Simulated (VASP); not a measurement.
Zn, 2 atoms in the cell. Symmetry: P6_3/mmc, No. 194, hexagonal system. The conventional cell has a = 2.670 Å, b = 2.670 Å, c = 4.966 Å, α = 90.00°, β = 90.00°, γ = 120.00°. Within 3.5 Å of Zn (site symmetry -6m2) lie 12 Zn at 2.67 to 2.92 Å. 

```yaml
Program: VASP 6.6.1
Task: single point
Functional: PBE
Potentials_or_basis: VASP PAW PBE potentials, release 64 (Zn)
Cutoff: 520 eV
k_mesh: 19 × 19 × 9
Occupations: methfessel-paxton, width 0.1 eV
Spin: no spin polarisation
Dipole_correction: no
Further_INCAR_settings: ALGO = Fast; EDIFF = 1e-06; NBANDS = 19
```

Potentials or basis: VASP PAW PBE potentials, release 64 (Zn).

Launch:

```sh
$ cat potpaw_PBE.64/Zn/POTCAR > POTCAR
$ mpirun -np 1 vasp_std > vasp.out
```

Hardware: 1 thread of Intel(R) Xeon(R) 6975P-C (Granite Rapids) (shared host).

Estimate the wall time of this run.

Run time: 37 s on 1 thread of Intel(R) Xeon(R) 6975P-C (Granite Rapids) (shared host), peak memory 0.2 GiB. Counts: scf iterations 12, k points 200.
